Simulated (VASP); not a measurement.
KCl: single point with PBEsol

KCl:

```
K Cl
1.0
     3.93518    0.00000    0.00000
     0.00000    3.93518    0.00000
     0.00000    0.00000    3.93518
K Cl
1 1
Direct
  0.00000 0.00000 0.00000
  0.50000 0.50000 0.50000
```

This cell differs from its parent crystal: strain +0.025 along x and y, +0.025 along z.

```
Program             : VASP 6.6.1
Task                : single point
Functional          : PBEsol
Potentials or basis : VASP PAW PBE potentials, release 64 (K_sv, Cl)
Cutoff              : 520 eV
k mesh              : 6 × 6 × 6
Occupations         : gaussian, width 0.05 eV
Spin                : no spin polarisation
```

| Property | Result |
| --- | --- |
| Pressure | -2.3 GPa |
| Band gap on the k mesh | 4.35 eV, indirect (least direct gap 4.54 eV) |

Levels at points of the mesh, in eV from the valence-band top:
```
           k point  band 6  band 7  band 8  band 9  band 10  band 11
(0.00, 0.00, 0.00)   -0.19   -0.19   -0.19    4.35     6.50     6.50
(0.50, 0.00, 0.00)   -1.61   -0.18   -0.18    7.18     7.73     7.77
(0.50, 0.50, 0.00)   -1.11   -1.11    0.00    6.00     7.06     8.80
(0.50, 0.50, 0.50)   -1.17   -1.17   -1.17    8.42     8.42     8.42
```

Wall time 29 s on 1 thread of Intel Xeon 8259CL (shared host), peak memory 0.17 GiB.

Caveat: the cell differs from its parent crystal (strain +0.025 along x and y, +0.025 along z); the PAW data sets were made with another functional, which shifts forces and pressure a little. A k mesh can miss the band edges.
